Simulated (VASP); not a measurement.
# Ta2C (P-3m1) in VASP: a series of runs

Ta2C is run at these levels: PBEsol; tasks: single point, relaxation of cell and atoms.

Everything below comes from runs of VASP 6.6.1. Logs are shortened: lines on timing, memory, paths and dates and some standing lists are left out, and cuts for length are marked.

### Step 1. The cell of the first run

Symmetry: P-3m1, No. 164, trigonal system. Conventional cell: a = 3.096 Å, b = 3.096 Å, c = 4.920 Å, α = 90.00°, β = 90.00°, γ = 120.00°. Within 2.9 Å of Ta (site symmetry 3m) lie 3 C at 2.18 Å. Within 2.9 Å of C (site symmetry -3m) lie 6 Ta at 2.18 Å.

### Step 2. Single point, PBEsol

Contents of INCAR:

```
ALGO = Normal
EDIFF = 1E-7
ENCUT = 520
GGA = PS
ISIF = 2
ISMEAR = -1
LASPH = True
LCHARG = False
LREAL = False
LWAVE = False
NBANDS = 20
NELM = 80
PREC = Accurate
SIGMA = 0.15
```

Contents of KPOINTS:

```
k-points
0
Gamma
  15 15 8
```

Contents of POSCAR:

```
Ta2C
1.0
    3.0957932121      0.0000000000      0.0000000000
   -1.5478966060      2.6810355666      0.0000000000
    0.0000000000      0.0000000000      4.9202620588
Ta C
2 1
Direct
    0.3333333333      0.6666666667      0.2528603756
    0.6666666667      0.3333333333      0.7471396244
    0.0000000000      0.0000000000      0.0000000000
```

Potentials or basis: VASP PAW PBE potentials, release 64 (Ta_pv, C).

Started as:

```bash
$ cat potpaw_PBE.64/Ta_pv/POTCAR potpaw_PBE.64/C/POTCAR > POTCAR
$ mpirun -np 1 vasp_std > vasp.out
```

OUTCAR:

```text
EDIFF = 1E-7
   ENCUT = 520
   GGA = PS
   ISIF = 2
   ISMEAR = -1
   LASPH = True
   LREAL = False
   NELM = 80
   PREC = Accurate

 ion  position               nearest neighbor table
   1  0.333  0.667  0.253-   3 2.18   3 2.18   3 2.18   2 3.02   2 3.02   2 3.02   2 3.06   2 3.06
                             2 3.06
   2  0.667  0.333  0.747-   3 2.18   3 2.18   3 2.18   1 3.02   1 3.02   1 3.02   1 3.06   1 3.06
                             1 3.06
   3  0.000  0.000  0.000-   1 2.18   2 2.18   2 2.18   1 2.18   2 2.18   1 2.18

  LATTYP: Found a hexagonal cell.
 ALAT       =     3.0957932121
 C/A-ratio  =     1.5893380861

  Lattice vectors:

 A1 = (   3.0957932121,   0.0000000000,   0.0000000000)
 A2 = (  -1.5478966060,   2.6810355666,   0.0000000000)
 A3 = (   0.0000000000,   0.0000000000,   4.9202620588)

Analysis of symmetry for initial positions (statically):
=====================================================================
 Subroutine PRICEL returns:
 Original cell was already a primitive cell.

 Routine SETGRP: Setting up the symmetry group for a
 hexagonal supercell.

 Subroutine GETGRP returns: Found 12 space group operations
 (whereof 12 operations were pure point group operations)
 out of a pool of 24 trial point group operations.

The static configuration has the point symmetry D_3d.

Analysis of symmetry for dynamics (positions and initial velocities):
=====================================================================
 Subroutine PRICEL returns:
 Original cell was already a primitive cell.

 Routine SETGRP: Setting up the symmetry group for a
 hexagonal supercell.

 Subroutine GETGRP returns: Found 12 space group operations
 (whereof 12 operations were pure point group operations)
 out of a pool of 24 trial point group operations.

The dynamic configuration has the point symmetry D_3d.

 Subroutine INISYM returns: Found 12 space group operations
 (whereof 12 operations are pure point group operations),
 and found     1 'primitive' translations

----------------------------------------------------------------------------------------

                                     Primitive cell

  volume of cell :      40.8378

  direct lattice vectors                    reciprocal lattice vectors
     3.095793212  0.000000000  0.000000000     0.323018991  0.186495101  0.000000000
    -1.547896606  2.681035567  0.000000000     0.000000000  0.372990203  0.000000000
     0.000000000  0.000000000  4.920262059     0.000000000  0.000000000  0.203241207

  length of vectors
     3.095793212  3.095793212  4.920262059     0.372990203  0.372990203  0.203241207

  position of ions in fractional coordinates (direct lattice)
     0.333333333  0.666666667  0.252860376
     0.666666667  0.333333333  0.747139624
     0.000000000  0.000000000  0.000000000

  ion indices of the primitive-cell ions
   primitive index   ion index
                 1           1
                 2           2
                 3           3

----------------------------------------------------------------------------------------

 KPOINTS: k-points

Automatic generation of k-mesh.
 Grid dimensions read from file:
 generate k-points for:   15   15    8

 Generating k-lattice:

  Cartesian coordinates                     Fractional coordinates (reciprocal lattice)
     0.021534599  0.012433007  0.000000000     0.066666667 -0.000000000  0.000000000
     0.000000000  0.024866014  0.000000000     0.000000000  0.066666667  0.000000000
     0.000000000  0.000000000  0.025405151     0.000000000  0.000000000  0.125000000

  Length of vectors
     0.024866014  0.024866014  0.025405151

  Shift w.r.t. Gamma in fractional coordinates (k-lattice)
     0.000000000  0.000000000  0.000000000

 Subroutine IBZKPT returns following result:
 ===========================================

 Found    192 irreducible k-points:

 Following reciprocal coordinates:
            Coordinates               Weight
  0.000000  0.000000  0.000000      1.000000
  0.066667  0.000000  0.000000      6.000000
  0.133333  0.000000  0.000000      6.000000
  0.200000  0.000000  0.000000      6.000000
  0.266667  0.000000  0.000000      6.000000
  0.333333  0.000000  0.000000      6.000000
[... 16 lines left out ...]
  0.333333  0.200000  0.000000     12.000000
  0.400000  0.200000  0.000000      6.000000
 [... further k-points ...]
   k-points           NKPTS =    192   k-points in BZ     NKDIM =    192   number of bands    NBANDS=     20
   number of dos      NEDOS =    301   number of ions     NIONS =      3
   total plane-waves  NPLWV =  23040
   dimension x,y,z NGX =    24 NGY =   24 NGZ =   40
   dimension x,y,z NGXF=    48 NGYF=   48 NGZF=   80
   ions per type =               2   1
   NGX,Y,Z   is equivalent  to a cutoff of  12.89, 12.89, 13.52 a.u.
   NGXF,Y,Z  is equivalent  to a cutoff of  25.78, 25.78, 27.03 a.u.
 SYSTEM =  unknown system
   PREC   = accura    normal or accurate (medium, high low for compatibility)
   ISTART =      0    job   : 0-new  1-cont  2-samecut
   ICHARG =      2    charge: 1-file 2-atom 10-const
   ISPIN  =      1    spin polarized calculation?
   LNONCOLLINEAR =      F non collinear calculations
   LSORBIT =      F    spin-orbit coupling
   LASPH  =      T    aspherical Exc in radial PAW
   ENCUT  =  520.0 eV  38.22 Ry    6.18 a.u.   5.76  5.76  9.15*2*pi/ulx,y,z
   NELM   =     80;   NELMIN=  2; NELMDL= -5     # of ELM steps
   EDIFF  = 0.1E-06   stopping-criterion for ELM
   LREAL  =      F    real-space projection
   EDIFFG = 0.1E-05   stopping-criterion for IOM
   NSW    =      0    number of steps for IOM
   IBRION =     -1    ionic relax: 0-MD 1-quasi-New 2-CG
   NFREE  =      0    steps in history (QN), initial steepest desc. (CG)
   ISIF   =      2    stress and relaxation
   ISYM   =      2    0-nonsym 1-usesym 2-fastsym
   POTIM  = 0.5000    time-step for ionic-motion
   TEBEG  =    0.0;   TEEND  =   0.0 temperature during run
   PSTRESS=    0.0 pullay stress
   NELECT =      26.0000    total number of electrons
   NUPDOWN=      -1.0000    fix difference up-down
   EMIN   =  10.00;   EMAX   =-10.00  energy-range for DOS
   EFERMI =   0.00;   METHOD = LEGACY
   ISMEAR =    -1;   SIGMA  =   0.15  broadening in eV -4-tet -1-fermi 0-gaus
   EFERMI_NEDOS =   21; number of points for ismear=-14 and -15
   IALGO  =     38    algorithm
   IMIX   =      4    mixing-type and parameters
     AMIX     =   0.40;   BMIX     =  1.00
     AMIX_MAG =   1.60;   BMIX_MAG =  1.00
  volume/ion in A,a.u.               =      13.61        91.86
  Fermi-wavevector in a.u.,A,eV,Ry     =   1.408354  2.661402 26.986608  1.983460
  Thomas-Fermi vector in A             =   2.530520
   LORBIT       =      0    0 simple, 1 ext, 2 COOP (PROOUT), +10 PAW based schemes
   GGA     = PS    functional components
   LHFCALC =     F    Hartree Fock is set to
   AEXX    =    0.0000 exact exchange contribution
   IVDW    =     0    specifies the selected vdW correction
   LEPSILON=     F    determine dielectric tensor
   LRPA    =     F    only Hartree local field effects (RPA)
 non-spin polarized calculation
  energy-cutoff  :      520.00
  volume of cell :       40.84
 maximum number of plane-waves:      1122
 NGX is ok and might be reduce to    24
   NGX = 11   NGY = 11   NGZ = 19

 number of electron      26.0000002 magnetization

 Free energy of the ion-electron system (eV)
  ---------------------------------------------------
  ext. energy  EPLUGINS =         0.00000000
  ---------------------------------------------------
  free energy    TOTEN  =       -36.73232491 eV

  energy without entropy =      -36.66691007  energy(sigma->0) =      -36.69961749

 E-fermi :   6.4810     XC(G=0): -12.9415

 val. band max:        6.4597784335   @ k =   0.4000   0.1333   0.5000
 cond. band min:       6.4860487144   @ k =   0.0000   0.0000   0.0000
 fundamental gap:      0.0262702808
 Fermi energy:         6.4809748344

 k-point     1 :       0.0000    0.0000    0.0000
  band No.  band energies     occupation
      1     -28.2870      2.00000
      2     -27.5748      2.00000
      3     -27.5748      2.00000
      4     -27.4576      2.00000
      5     -27.4576      2.00000
      6     -27.3710      2.00000
[... 12 lines left out ...]
     19       9.4115      0.00000
     20      14.0534      0.00000

 k-point     2 :       0.0667    0.0000    0.0000
  band No.  band energies     occupation
      1     -28.2744      2.00000
      2     -27.6026      2.00000
      3     -27.5847      2.00000
      4     -27.4849      2.00000
      5     -27.4602      2.00000
      6     -27.3757      2.00000
[... 12 lines left out ...]
     19       9.9287      0.00000
     20      14.1943      0.00000

 k-point     3 :       0.1333    0.0000    0.0000
  band No.  band energies     occupation
      1     -28.2378      2.00000
      2     -27.6808      2.00000
      3     -27.6113      2.00000
      4     -27.5609      2.00000
      5     -27.4684      2.00000
      6     -27.3903      2.00000
[... 12 lines left out ...]
     19      10.9469      0.00000
     20      14.1802      0.00000

 k-point     4 :       0.2000    0.0000    0.0000
  band No.  band energies     occupation
      1     -28.1807      2.00000
      2     -27.7953      2.00000
      3     -27.6692      2.00000
      4     -27.6486      2.00000
      5     -27.4824      2.00000
      6     -27.4155      2.00000
[... 429 lines left out ...]
 k-point    23 :       0.3333    0.2000    0.0000
  band No.  band energies     occupation
      1     -28.1322      2.00000
      2     -27.9828      2.00000
      3     -27.8576      2.00000
      4     -27.8418      2.00000
      5     -27.6771      2.00000
      6     -27.6097      2.00000
[... 12 lines left out ...]
     19      12.1583      0.00000
     20      13.7048      0.00000

 k-point    24 :       0.4000    0.2000    0.0000
  band No.  band energies     occupation
      1     -28.1509      2.00000
      2     -27.9750      2.00000
      3     -27.8750      2.00000
      4     -27.8223      2.00000
      5     -27.6855      2.00000
      6     -27.6371      2.00000
[... 12 lines left out ...]
     19      12.2845      0.00000
     20      13.9627      0.00000

 [... further k-points ...]

------------------------ aborting loop because EDIFF is reached ----------------------------------------

  FORCE on cell =-STRESS in cart. coord.  units (eV):
  Direction    XX          YY          ZZ          XY          YZ          ZX
  --------------------------------------------------------------------------------------
  -------------------------------------------------------------------------------------
  Total        0.1358489      0.1358489      0.1248261      0.0000000     -0.0000000      0.0000000
  in kB        5.3297166      5.3297166      4.8972597      0.0000000     -0.0000000      0.0000000
  external PRESSURE =       5.1855643 kB  Pullay stress =       0.0000000 kB

 VOLUME and BASIS-vectors are now :
 -----------------------------------------------------------------------------
  energy-cutoff  :      520.00
  volume of cell :       40.84
      direct lattice vectors                 reciprocal lattice vectors
     3.095793212  0.000000000  0.000000000     0.323018991  0.186495101  0.000000000
    -1.547896606  2.681035567  0.000000000     0.000000000  0.372990203  0.000000000
     0.000000000  0.000000000  4.920262059     0.000000000  0.000000000  0.203241207

 POSITION                                       TOTAL-FORCE (eV/Angst)
 -----------------------------------------------------------------------------------
     -0.00000      1.78736      1.24414        -0.000000      0.000000      0.046084
      1.54790      0.89368      3.67612         0.000000     -0.000000     -0.046084
      0.00000      0.00000      0.00000         0.000000      0.000000      0.000000
 -----------------------------------------------------------------------------------
    total drift:                                0.000000     -0.000000     -0.000000

  FREE ENERGIE OF THE ION-ELECTRON SYSTEM (eV)
  ---------------------------------------------------
  free  energy   TOTEN  =       -36.7323249104 eV

  energy  without entropy=      -36.6669100719  energy(sigma->0) =      -36.69961749
```

It took 84 s on 1 thread of Intel Xeon Platinum 8375C at 2.90GHz (Ice Lake), shared host; peak memory 0.27 GiB.

Results:

* Free energy: -36.7323 eV
* Pressure: 0.5 GPa
* Largest force: 0.046 eV/Å
* Band gap on the k mesh: zero (bands 13 and 14 overlap by 0.80 eV)

Forces on the atoms (eV/Å):
```
Ta   0.000  0.000  0.046
Ta   0.000  0.000 -0.046
C    0.000  0.000  0.000
```

Caveat: the PAW data sets were made with another functional, which shifts forces and pressure a little; spin-orbit coupling is left out, which moves the levels of the heavy elements.

### Step 3. Relaxation of cell and atoms, PBEsol

Contents of INCAR:

```
  PREC = Accurate
  ENCUT = 600
  EDIFF = 1E-6
  ISMEAR = -1
  SIGMA = 0.15
  LREAL = F
  LASPH = T
  NELM = 80
  ALGO = Normal
  ISIF = 3
  LWAVE = F
  LCHARG = F
  GGA = PS
  IBRION = 2
  NSW = 80
  EDIFFG = -0.001
```

Contents of KPOINTS:

```
regular mesh
0
Gamma
  15 15 8
```

Contents of POSCAR:

```
Ta2C
1.0
    3.0948432833      0.0000000000      0.0000000000
   -1.5474216416      2.6802129040      0.0000000000
    0.0000000000      0.0000000000      4.9219976061
Ta C
2 1
Direct
    0.3333333333      0.6666666667      0.2530357091
    0.6666666667      0.3333333333      0.7469642909
    0.0000000000      0.0000000000      0.0000000000
```

Potentials or basis: VASP PAW PBE potentials, release 64 (Ta_pv, C).

Started as:

```bash
$ cat potpaw_PBE.64/Ta_pv/POTCAR potpaw_PBE.64/C/POTCAR > POTCAR
$ mpirun -np 1 vasp_std > vasp.out
```

Run time: 13 min. Hardware: 1 thread of Intel Xeon Platinum 8375C at 2.90GHz (Ice Lake), shared host; peak memory 0.3 GiB.

The run converged. Its results:

```
Free energy                           : -36.7338 eV
Relaxed volume                        : 13.63 Å³/atom
Relaxed cell                          : a = 3.097 Å, b = 3.097 Å, c = 4.922 Å, α = 90.00°, β = 90.00°, γ = 120.00°
Space group after relaxing (to 0.1 Å) : P-3m1 (No. 164)
Energy gained by relaxing             : 0.0 meV/atom
Ionic steps                           : 27
Pressure after relaxing               : 0.0 GPa
Band gap on the k mesh                : zero (bands 13 and 14 overlap by 0.80 eV)
```

Step by step:
```
step  energy change (eV)  largest force (eV/Å)  pressure (GPa)  volume (Å³)
   1              0.0000                0.0190            0.48        40.83
   2              0.0006                0.0583           -1.25        41.07
   3             -0.0001                0.0020            0.00        40.89
   4             -0.0001                0.0036            0.01        40.90
   5              0.0001                0.0310           -0.57        40.98
   6             -0.0001                0.0047           -0.06        40.90
   7             -0.0001                0.0034           -0.07        40.90
   8             -0.0001                0.0083            0.16        40.87
   9             -0.0001                0.0008            0.06        40.89
  10             -0.0001                0.0005           -0.02        40.90
  11             -0.0001                0.0007            0.00        40.89
  12             -0.0001                0.0005            0.01        40.89
  13             -0.0001                0.0008            0.02        40.89
  14             -0.0001                0.0008            0.03        40.89
  15             -0.0001                0.0007            0.01        40.89
  16             -0.0001                0.0018            0.02        40.90
  17             -0.0001                0.0062           -0.09        40.91
  18             -0.0001                0.0015           -0.03        40.90
  19             -0.0001                0.0007           -0.02        40.90
  20             -0.0001                0.0010           -0.02        40.90
  21             -0.0001                0.0006           -0.02        40.89
  22             -0.0001                0.0038            0.06        40.89
  23             -0.0001                0.0006            0.03        40.89
  24             -0.0001                0.0002            0.03        40.89
  25             -0.0001                0.0002            0.01        40.89
  26             -0.0001                0.0002            0.01        40.89
  27             -0.0001                0.0001            0.01        40.89
```

Final structure:
```
Ta C
1.0
     3.09743    0.00000    0.00000
    -1.54872    2.68245    0.00000
     0.00000    0.00000    4.92185
Ta C
2 1
Direct
  0.33333 0.66667 0.25308
  0.66667 0.33333 0.74692
  0.00000 0.00000 0.00000
```

Levels at points of the mesh, in eV from the Fermi level:
```csv
k point,band 11,band 12,band 13,band 14,band 15,band 16
"(0.00, 0.00, 0.00)",-2.98,0.01,0.52,0.52,1.14,1.14
"(0.00, 0.00, 0.50)",-1.82,-1.53,-0.28,-0.28,3.00,3.00
```

Caveat: the PAW data sets were made with another functional, which shifts forces and pressure a little; spin-orbit coupling is left out, which moves the levels of the heavy elements.

The gap in the log of VASP goes by the Fermi energy; the results here count the filled bands.